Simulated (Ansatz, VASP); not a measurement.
## One calculation of KTaO3, two programs

```
K Ta O
1.0
     3.99013    0.00000    0.00000
     0.00000    3.99013    0.00000
     0.00000    0.00000    3.83053
K Ta O
1 1 3
Direct
  0.00000 0.00000 0.00000
  0.50000 0.50000 0.50000
  0.50000 0.50000 0.00000
  0.50000 0.00000 0.50000
  0.00000 0.50000 0.50000
```

Change from the starting cell: uniaxial_z strain -4.0%.

Alike in both runs: task single point; functional PBE; k mesh 6 × 6 × 6; occupations fermi-dirac, width 0.02 eV; no spin polarisation.

|  | VASP | Ansatz |
| --- | --- | --- |
| version | VASP 6.6.1 | Ansatz 0.2.0 |
| potentials or method | VASP PAW PBE potentials, release 64 (K_sv, Ta_sv_GW, O) | plane waves, PAW |
| plane-wave cutoff (eV) | 700 | 420 |
| valence electrons in the cell | 40 | 40 |

|  | VASP | Ansatz | Ansatz less VASP |
| --- | --- | --- | --- |
| gap on the k mesh at the Fermi level (eV) | 2.22 | 2.23 | +0.010 |
| pressure (GPa) | 15.5 | 15.2 | -0.25 |
| traceless stress, the component that is largest in VASP (GPa) | 12.92 | 12.75 | -0.174 |

Spin-orbit coupling is off throughout.
